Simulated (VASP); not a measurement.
# Ti4HBr (P4/mmm) in VASP: notebook

The runs below take Ti4HBr through single point, relaxation of cell and atoms, with PBE.

Program: VASP 6.6.1. These are calculated values, not measurements. Logs are shortened: lines on timing, memory, paths and dates and some standing lists are left out, and cuts for length are marked.

**1. The cell of the first run**

Symmetry: P4/mmm, No. 123, tetragonal system. Conventional cell: a = 3.713 Å, b = 3.713 Å, c = 7.209 Å, α = 90.00°, β = 90.00°, γ = 90.00°. Within 3.0 Å of Ti (site symmetry 2mm) lie 2 H at 2.27 Å and 5 Ti at 2.63 Å and 2 Br at 2.95 Å. Within 3.0 Å of H (site symmetry 4/mmm) lie 8 Ti at 2.27 Å. Br (site symmetry 4/mmm) has 8 Ti at 2.95 Å and 4 Br at 3.71 Å within 3.9 Å.

**2. Single point, PBE**

File INCAR:

```
SYSTEM = Ti4HBr
ALGO     = Normal         ! electronic algorithm
EDIFF    = 1E-6           ! SCF threshold, eV
ENCUT    = 520            ! plane-wave cutoff, eV
GGA      = PE             ! functional
ISIF     = 2              ! what is computed and relaxed
ISMEAR   = 0              ! smearing method
LASPH    = .TRUE.         ! aspherical terms in the spheres
LCHARG   = .TRUE.         ! write CHGCAR
LELF     = .TRUE.         ! ELF
LREAL    = .FALSE.        ! projectors in reciprocal space
LVHAR    = .TRUE.       
LWAVE    = .FALSE.        ! write WAVECAR
NBANDS   = 37             ! bands
NELM     = 80             ! most SCF steps
PREC     = Accurate       ! precision mode
SIGMA    = 0.1            ! smearing width, eV
```

File KPOINTS:

```
k-points
0
G
  6 6 4
  0 0 0
```

File POSCAR:

```
Ti4HBr
1.0
    3.7126821618      0.0000000000      0.0000000000
    0.0000000000      3.7126821618      0.0000000000
    0.0000000000      0.0000000000      7.2086360858
Ti H Br
4 1 1
Direct
    0.5000000000      0.0000000000      0.6822269050
    0.0000000000      0.5000000000      0.3177730950
    0.5000000000      0.0000000000      0.3177730950
    0.0000000000      0.5000000000      0.6822269050
    0.5000000000      0.5000000000      0.5000000000
    0.0000000000      0.0000000000      0.0000000000
```

Potentials or basis: VASP PAW PBE potentials, release 64 (Ti_sv, H, Br).

Started as:

```
cat potpaw_PBE.64/Ti_sv/POTCAR potpaw_PBE.64/H/POTCAR potpaw_PBE.64/Br/POTCAR > POTCAR
mpirun -np 1 vasp_std > vasp.out
```

OUTCAR:

```text
SYSTEM = Ti4HBr
   EDIFF = 1E-6
   ENCUT = 520
   GGA = PE
   ISIF = 2
   ISMEAR = 0
   LASPH = .TRUE.
   LREAL = .FALSE.
   NELM = 80
   PREC = Accurate

 ion  position               nearest neighbor table
   1  0.500  0.000  0.682-   4 2.63   4 2.63   4 2.63   4 2.63   3 2.63
   2  0.000  0.500  0.318-   3 2.63   3 2.63   3 2.63   3 2.63   4 2.63
   3  0.500  0.000  0.318-   2 2.63   2 2.63   2 2.63   2 2.63   1 2.63
   4  0.000  0.500  0.682-   1 2.63   1 2.63   1 2.63   1 2.63   2 2.63
   5  0.500  0.500  0.500-
   6  0.000  0.000  0.000-

  LATTYP: Found a simple tetragonal cell.
 ALAT       =     3.7126821618
 C/A-ratio  =     1.9416248878

  Lattice vectors:

 A1 = (   3.7126821618,   0.0000000000,   0.0000000000)
 A2 = (   0.0000000000,   3.7126821618,   0.0000000000)
 A3 = (   0.0000000000,   0.0000000000,   7.2086360858)

Analysis of symmetry for initial positions (statically):
=====================================================================
 Subroutine PRICEL returns:
 Original cell was already a primitive cell.

 Routine SETGRP: Setting up the symmetry group for a
 simple tetragonal supercell.

 Subroutine GETGRP returns: Found 16 space group operations
 (whereof 16 operations were pure point group operations)
 out of a pool of 16 trial point group operations.

The static configuration has the point symmetry D_4h.

Analysis of symmetry for dynamics (positions and initial velocities):
=====================================================================
 Subroutine PRICEL returns:
 Original cell was already a primitive cell.

 Routine SETGRP: Setting up the symmetry group for a
 simple tetragonal supercell.

 Subroutine GETGRP returns: Found 16 space group operations
 (whereof 16 operations were pure point group operations)
 out of a pool of 16 trial point group operations.

The dynamic configuration has the point symmetry D_4h.

 Subroutine INISYM returns: Found 16 space group operations
 (whereof 16 operations are pure point group operations),
 and found     1 'primitive' translations

----------------------------------------------------------------------------------------

                                     Primitive cell

  volume of cell :      99.3639

  direct lattice vectors                    reciprocal lattice vectors
     3.712682162  0.000000000  0.000000000     0.269347053  0.000000000  0.000000000
     0.000000000  3.712682162  0.000000000     0.000000000  0.269347053  0.000000000
     0.000000000  0.000000000  7.208636086     0.000000000  0.000000000  0.138722497

  length of vectors
     3.712682162  3.712682162  7.208636086     0.269347053  0.269347053  0.138722497

  position of ions in fractional coordinates (direct lattice)
     0.500000000  0.000000000  0.682226905
     0.000000000  0.500000000  0.317773095
     0.500000000  0.000000000  0.317773095
     0.000000000  0.500000000  0.682226905
     0.500000000  0.500000000  0.500000000
     0.000000000  0.000000000  0.000000000

  ion indices of the primitive-cell ions
   primitive index   ion index
                 1           1
                 2           2
                 3           3
                 4           4
                 5           5
                 6           6

----------------------------------------------------------------------------------------

 KPOINTS: k-points

Automatic generation of k-mesh.
 Grid dimensions read from file:
 generate k-points for:    6    6    4

 Generating k-lattice:

  Cartesian coordinates                     Fractional coordinates (reciprocal lattice)
     0.044891176  0.000000000  0.000000000     0.166666667  0.000000000  0.000000000
     0.000000000  0.044891176  0.000000000     0.000000000  0.166666667  0.000000000
     0.000000000  0.000000000  0.034680624     0.000000000  0.000000000  0.250000000

  Length of vectors
     0.044891176  0.044891176  0.034680624

  Shift w.r.t. Gamma in fractional coordinates (k-lattice)
     0.000000000  0.000000000  0.000000000

 Subroutine IBZKPT returns following result:
 ===========================================

 Found     30 irreducible k-points:

 Following reciprocal coordinates:
            Coordinates               Weight
  0.000000  0.000000  0.000000      1.000000
  0.166667  0.000000  0.000000      4.000000
  0.333333  0.000000  0.000000      4.000000
  0.500000  0.000000  0.000000      2.000000
  0.166667  0.166667  0.000000      4.000000
  0.333333  0.166667  0.000000      8.000000
[... 16 lines left out ...]
  0.333333  0.000000  0.500000      4.000000
  0.500000  0.000000  0.500000      2.000000
 [... further k-points ...]
   k-points           NKPTS =     30   k-points in BZ     NKDIM =     30   number of bands    NBANDS=     37
   number of dos      NEDOS =    301   number of ions     NIONS =      6
   total plane-waves  NPLWV =  42336
   dimension x,y,z NGX =    28 NGY =   28 NGZ =   54
   dimension x,y,z NGXF=    56 NGYF=   56 NGZF=  108
   ions per type =               4   1   1
   NGX,Y,Z   is equivalent  to a cutoff of  12.54, 12.54, 12.45 a.u.
   NGXF,Y,Z  is equivalent  to a cutoff of  25.08, 25.08, 24.91 a.u.
 SYSTEM =  Ti4HBr
   PREC   = accura    normal or accurate (medium, high low for compatibility)
   ISTART =      0    job   : 0-new  1-cont  2-samecut
   ICHARG =      2    charge: 1-file 2-atom 10-const
   ISPIN  =      1    spin polarized calculation?
   LNONCOLLINEAR =      F non collinear calculations
   LSORBIT =      F    spin-orbit coupling
   LASPH  =      T    aspherical Exc in radial PAW
   ENCUT  =  520.0 eV  38.22 Ry    6.18 a.u.   6.90  6.90 13.40*2*pi/ulx,y,z
   NELM   =     80;   NELMIN=  2; NELMDL= -5     # of ELM steps
   EDIFF  = 0.1E-05   stopping-criterion for ELM
   LREAL  =      F    real-space projection
   EDIFFG = 0.1E-04   stopping-criterion for IOM
   NSW    =      0    number of steps for IOM
   IBRION =     -1    ionic relax: 0-MD 1-quasi-New 2-CG
   NFREE  =      0    steps in history (QN), initial steepest desc. (CG)
   ISIF   =      2    stress and relaxation
   ISYM   =      2    0-nonsym 1-usesym 2-fastsym
   POTIM  = 0.5000    time-step for ionic-motion
   TEBEG  =    0.0;   TEEND  =   0.0 temperature during run
   PSTRESS=    0.0 pullay stress
   NELECT =      56.0000    total number of electrons
   NUPDOWN=      -1.0000    fix difference up-down
   EMIN   =  10.00;   EMAX   =-10.00  energy-range for DOS
   EFERMI =   0.00;   METHOD = LEGACY
   ISMEAR =     0;   SIGMA  =   0.10  broadening in eV -4-tet -1-fermi 0-gaus
   EFERMI_NEDOS =   21; number of points for ismear=-14 and -15
   IALGO  =     38    algorithm
   IMIX   =      4    mixing-type and parameters
     AMIX     =   0.40;   BMIX     =  1.00
     AMIX_MAG =   1.60;   BMIX_MAG =  1.00
  volume/ion in A,a.u.               =      16.56       111.76
  Fermi-wavevector in a.u.,A,eV,Ry     =   1.352263  2.555407 24.879835  1.828616
  Thomas-Fermi vector in A             =   2.479617
   LORBIT       =      0    0 simple, 1 ext, 2 COOP (PROOUT), +10 PAW based schemes
   GGA     = PE    functional components
   LHFCALC =     F    Hartree Fock is set to
   AEXX    =    0.0000 exact exchange contribution
   IVDW    =     0    specifies the selected vdW correction
   LEPSILON=     F    determine dielectric tensor
   LRPA    =     F    only Hartree local field effects (RPA)
 non-spin polarized calculation
 Gauss-broadening in eV      SIGMA  =   0.10
  energy-cutoff  :      520.00
  volume of cell :       99.36
 maximum number of plane-waves:      2708
 NGX is ok and might be reduce to    28
   NGX = 13   NGY = 13   NGZ = 27

 number of electron      55.9999981 magnetization

 Free energy of the ion-electron system (eV)
  ---------------------------------------------------
  ext. energy  EPLUGINS =         0.00000000
  ---------------------------------------------------
  free energy    TOTEN  =       -34.16114491 eV

  energy without entropy =      -34.11477411  energy(sigma->0) =      -34.13795951

 E-fermi :   7.3129     XC(G=0): -10.7327

 val. band max:        7.3126617210   @ k =   0.3333   0.0000   0.2500
 cond. band min:       7.3251088555   @ k =   0.5000   0.3333   0.0000
 fundamental gap:      0.0124471345
 Fermi energy:         7.3128852040

 k-point     1 :       0.0000    0.0000    0.0000
  band No.  band energies     occupation
      1     -49.3730      2.00000
      2     -49.3066      2.00000
      3     -49.1158      2.00000
      4     -49.0554      2.00000
      5     -25.9689      2.00000
      6     -25.8734      2.00000
[... 29 lines left out ...]
     36      10.4813      0.00000
     37      10.4815      0.00000

 k-point     2 :       0.1667    0.0000    0.0000
  band No.  band energies     occupation
      1     -49.3556      2.00000
      2     -49.2897      2.00000
      3     -49.1328      2.00000
      4     -49.0721      2.00000
      5     -25.9516      2.00000
      6     -25.8322      2.00000
[... 29 lines left out ...]
     36      10.3180      0.00000
     37      10.3483      0.00000

 k-point     3 :       0.3333    0.0000    0.0000
  band No.  band energies     occupation
      1     -49.3083      2.00000
      2     -49.2435      2.00000
      3     -49.1796      2.00000
      4     -49.1178      2.00000
      5     -25.9050      2.00000
      6     -25.7827      2.00000
[... 29 lines left out ...]
     36       9.9040      0.00000
     37      10.0293      0.00000
[... 761 lines left out ...]
 k-point    23 :       0.3333    0.0000    0.5000
  band No.  band energies     occupation
      1     -49.3082      2.00000
      2     -49.2435      2.00000
      3     -49.1796      2.00000
      4     -49.1178      2.00000
      5     -25.9024      2.00000
      6     -25.7815      2.00000
[... 29 lines left out ...]
     36       9.3302      0.00000
     37       9.7019      0.00000

 k-point    24 :       0.5000    0.0000    0.5000
  band No.  band energies     occupation
      1     -49.2438      2.00000
      2     -49.2437      2.00000
      3     -49.1806      2.00000
      4     -49.1806      2.00000
      5     -25.8415      2.00000
      6     -25.8404      2.00000
[... 29 lines left out ...]
     36       9.1241      0.00000
     37       9.2420      0.00000

 [... further k-points ...]

------------------------ aborting loop because EDIFF is reached ----------------------------------------

  FORCE on cell =-STRESS in cart. coord.  units (eV):
  Direction    XX          YY          ZZ          XY          YZ          ZX
  --------------------------------------------------------------------------------------
  -------------------------------------------------------------------------------------
  Total        0.0855584      0.0855584      0.1551642      0.0000000     -0.0000000      0.0000000
  in kB        1.3795724      1.3795724      2.5019207      0.0000000     -0.0000000      0.0000000
  external PRESSURE =       1.7536885 kB  Pullay stress =       0.0000000 kB

 VOLUME and BASIS-vectors are now :
 -----------------------------------------------------------------------------
  energy-cutoff  :      520.00
  volume of cell :       99.36
      direct lattice vectors                 reciprocal lattice vectors
     3.712682162  0.000000000  0.000000000     0.269347053  0.000000000  0.000000000
     0.000000000  3.712682162  0.000000000     0.000000000  0.269347053  0.000000000
     0.000000000  0.000000000  7.208636086     0.000000000  0.000000000  0.138722497

 POSITION                                       TOTAL-FORCE (eV/Angst)
 -----------------------------------------------------------------------------------
      1.85634      0.00000      4.91793         0.000000      0.000000      0.026057
      0.00000      1.85634      2.29071        -0.000000      0.000000     -0.026057
      1.85634      0.00000      2.29071         0.000000     -0.000000     -0.026057
      0.00000      1.85634      4.91793         0.000000      0.000000      0.026057
      1.85634      1.85634      3.60432         0.000000      0.000000      0.000000
      0.00000      0.00000      0.00000         0.000000      0.000000      0.000000
 -----------------------------------------------------------------------------------
    total drift:                                0.000000      0.000000      0.000000

  FREE ENERGIE OF THE ION-ELECTRON SYSTEM (eV)
  ---------------------------------------------------
  free  energy   TOTEN  =       -34.1611449119 eV

  energy  without entropy=      -34.1147741106  energy(sigma->0) =      -34.13795951
```

Wall time 97 s (1 thread of Oxide Virtual Turin-like, shared host); peak memory 0.22 GiB.

What came out:

```yaml
Free_energy: -34.1611 eV
Pressure: 0.2 GPa
Largest_force: 0.026 eV/Å
Band_gap_on_the_k_mesh: zero (band 28 reaches 7.82 eV, above the bottom of band 29 at 6.35 eV)
```

Forces on the atoms (eV/Å):
```
Ti   0.000  0.000  0.026
Ti   0.000  0.000 -0.026
Ti   0.000  0.000 -0.026
Ti   0.000  0.000  0.026
H    0.000  0.000  0.000
Br   0.000  0.000  0.000
```

Levels at points of the mesh, in eV from the Fermi level:
| k point | band 27 | band 28 | band 29 | band 30 | band 31 | band 32 |
| --- | --- | --- | --- | --- | --- | --- |
| (0.00, 0.00, 0.00) | -0.95 | -0.48 | -0.48 | 0.22 | 0.39 | 0.74 |
| (0.50, 0.00, 0.00) | 0.39 | 0.50 | 0.53 | 0.81 | 0.82 | 0.86 |
| (0.50, 0.50, 0.00) | -0.70 | -0.16 | 0.16 | 0.16 | 1.34 | 1.99 |
| (0.00, 0.00, 0.50) | -0.99 | -0.99 | -0.97 | 0.80 | 0.86 | 1.64 |
| (0.50, 0.00, 0.50) | -0.09 | 0.12 | 0.34 | 0.68 | 0.92 | 0.95 |
| (0.50, 0.50, 0.50) | -0.50 | -0.15 | -0.15 | -0.05 | 0.38 | 1.94 |

**3. Relaxation of cell and atoms, PBE**

File INCAR:

```
SYSTEM = Ti4HBr
ALGO = Normal ; EDIFF = 1E-6
EDIFFG = -0.04 ; ENCUT = 600
GGA = PE ; IBRION = 2
ISIF = 3 ; ISMEAR = 0
LASPH = .True. ; LCHARG = .False.
LREAL = .False. ; LWAVE = .False.
NELM = 80 ; NSW = 90
PREC = Accurate ; SIGMA = 0.1
```

File KPOINTS:

```
k-points
0
Gamma
  6 6 4
  0 0 0
```

File POSCAR:

```
Ti4HBr
1.0
    3.7261415880      0.0000000000      0.0000000000
    0.0000000000      3.7261415880      0.0000000000
    0.0000000000      0.0000000000      7.1595575850
Ti H Br
4 1 1
Direct
    0.5000000000      0.0000000000      0.6854573835
    0.0000000000      0.5000000000      0.3145426165
    0.5000000000      0.0000000000      0.3145426165
    0.0000000000      0.5000000000      0.6854573835
    0.5000000000      0.5000000000      0.5000000000
    0.0000000000      0.0000000000      0.0000000000
```

Potentials or basis: VASP PAW PBE potentials, release 64 (Ti_sv, H, Br).

Started as:

```
cat potpaw_PBE.64/Ti_sv/POTCAR potpaw_PBE.64/H/POTCAR potpaw_PBE.64/Br/POTCAR > POTCAR
mpirun -np 1 vasp_std > vasp.out
```

It took 10 min on 1 thread of Oxide Virtual Turin-like, shared host; peak memory 0.25 GiB.

The run converged. Its results:

```yaml
Free_energy: -34.1615 eV
Relaxed_volume: 16.62 Å³/atom
Relaxed_cell: a = 3.714 Å, b = 3.714 Å, c = 7.228 Å, α = 90.00°, β = 90.00°, γ = 90.00°
Space_group_after_relaxing_to_0.05_Å: P4/mmm (No. 123)
Energy_gained_by_relaxing: 1.1 meV/atom
Ionic_steps: 5
Pressure_after_relaxing: 0.0 GPa
Largest_force_after_relaxing: 0.018 eV/Å
Band_gap_on_the_k_mesh: zero (band 28 reaches 7.77 eV, above the bottom of band 29 at 6.31 eV)
```

Forces on the atoms (eV/Å):
```
Ti   0.000  0.000  0.018
Ti   0.000  0.000 -0.018
Ti   0.000  0.000 -0.018
Ti   0.000  0.000  0.018
H    0.000  0.000  0.000
Br   0.000  0.000  0.000
```

Step by step:
```tsv
step	energy change (eV)	largest force (eV/Å)	pressure (GPa)	volume (Å³)
1	0.0000	0.1307	-0.39	99.40
2	-0.0036	0.0747	0.19	98.82
3	-0.0039	0.0472	0.45	98.55
4	-0.0060	0.0227	0.30	98.99
5	-0.0068	0.0184	-0.01	99.73
```

Final structure:
```
Ti H Br
1.0
     3.71446    0.00000    0.00000
     0.00000    3.71446    0.00000
     0.00000    0.00000    7.22797
Ti H Br
4 1 1
Direct
  0.50000 0.00000 0.68206
  0.00000 0.50000 0.31794
  0.50000 0.00000 0.31794
  0.00000 0.50000 0.68206
  0.50000 0.50000 0.50000
  0.00000 0.00000 0.00000
```

Levels at points of the mesh, in eV from the Fermi level:
```
           k point  band 27  band 28  band 29  band 30  band 31  band 32
(0.00, 0.00, 0.00)    -0.95    -0.48    -0.48     0.22     0.40     0.74
(0.50, 0.00, 0.00)     0.39     0.49     0.52     0.82     0.82     0.86
(0.50, 0.50, 0.00)    -0.70    -0.16     0.15     0.15     1.33     1.99
(0.00, 0.00, 0.50)    -0.98    -0.98    -0.97     0.80     0.85     1.63
(0.50, 0.00, 0.50)    -0.08     0.12     0.34     0.69     0.92     0.95
(0.50, 0.50, 0.50)    -0.50    -0.15    -0.15    -0.05     0.37     1.94
```

**4. Single point, PBE**

This run uses another cell than the first one, of 16.61 Å³/atom, 1.003 times its volume.

File INCAR:

```
  PREC = Accurate
  ENCUT = 520
  EDIFF = 1E-7
  ISMEAR = 0
  SIGMA = 0.1
  LREAL = F
  LASPH = T
  NELM = 80
  ALGO = Normal
  ISIF = 2
  LWAVE = F
  LCHARG = F
  GGA = PE
  NBANDS = 37
```

File KPOINTS:

```
regular mesh
0
Gamma
  10 10 6
```

File POSCAR:

```
Ti4HBr
1.0
    3.7170069550      0.0000000000      0.0000000000
    0.0000000000      3.7170069550      0.0000000000
    0.0000000000      0.0000000000      7.2119222979
Ti H Br
4 1 1
Direct
    0.5000000000      0.0000000000      0.6829727038
    0.0000000000      0.5000000000      0.3170272962
    0.5000000000      0.0000000000      0.3170272962
    0.0000000000      0.5000000000      0.6829727038
    0.5000000000      0.5000000000      0.5000000000
    0.0000000000      0.0000000000      0.0000000000
```

Started as:

```
cat potpaw_PBE.64/Ti_sv/POTCAR potpaw_PBE.64/H/POTCAR potpaw_PBE.64/Br/POTCAR > POTCAR
mpirun -np 1 vasp_std > vasp.out
```

Wall time 8.3 min (1 thread of Oxide Virtual Turin-like, shared host); peak memory 0.34 GiB.

The run converged. Its results:

```
Free energy            : -34.1560 eV
Pressure               : -0.1 GPa
Largest force          : 0.005 eV/Å
Band gap on the k mesh : zero (band 28 reaches 7.79 eV, above the bottom of band 29 at 6.33 eV)
```

Forces in eV/Å, atoms in the order of the input:
```
Ti   0.000  0.000 -0.005
Ti   0.000  0.000  0.005
Ti   0.000  0.000  0.005
Ti   0.000  0.000 -0.005
H    0.000  0.000  0.000
Br   0.000  0.000  0.000
```

Levels at points of the mesh, in eV from the Fermi level:
| k point | band 26 | band 27 | band 28 | band 29 | band 30 | band 31 |
| --- | --- | --- | --- | --- | --- | --- |
| (0.00, 0.00, 0.00) | -1.18 | -0.94 | -0.46 | -0.46 | 0.22 | 0.39 |
| (0.50, 0.00, 0.00) | 0.13 | 0.40 | 0.50 | 0.54 | 0.82 | 0.82 |
| (0.50, 0.50, 0.00) | -0.70 | -0.70 | -0.15 | 0.15 | 0.15 | 1.35 |
| (0.00, 0.00, 0.50) | -1.14 | -0.97 | -0.97 | -0.95 | 0.80 | 0.85 |
| (0.50, 0.00, 0.50) | -0.11 | -0.08 | 0.14 | 0.35 | 0.69 | 0.92 |
| (0.50, 0.50, 0.50) | -0.50 | -0.50 | -0.14 | -0.14 | -0.04 | 0.39 |

**5. Overview**

| task | cell | k mesh | cutoff (eV) | gap on the mesh (eV) | pressure (GPa) | largest force (eV/Å) |
| --- | --- | --- | --- | --- | --- | --- |
| single point | a = 3.713, b = 3.713, c = 7.209 Å, 6 atoms | 6 × 6 × 4 | 520 | none | 0.2 | 0.03 |
| relaxation of cell and atoms | relaxed from a = 3.726, b = 3.726, c = 7.160 Å, 6 atoms | 6 × 6 × 4 | 600 | none | 0.0 | 0.02 |
| single point | a = 3.717, b = 3.717, c = 7.212 Å, 6 atoms | 10 × 10 × 6 | 520 | none | -0.1 | - |

Alike in all rows: level PBE; potentials or basis VASP PAW PBE potentials, release 64 (Ti_sv, H, Br); no spin polarisation; smearing gaussian 0.1 eV.

Total energies depend on the potentials used, so only differences within one code and one set of settings carry meaning.
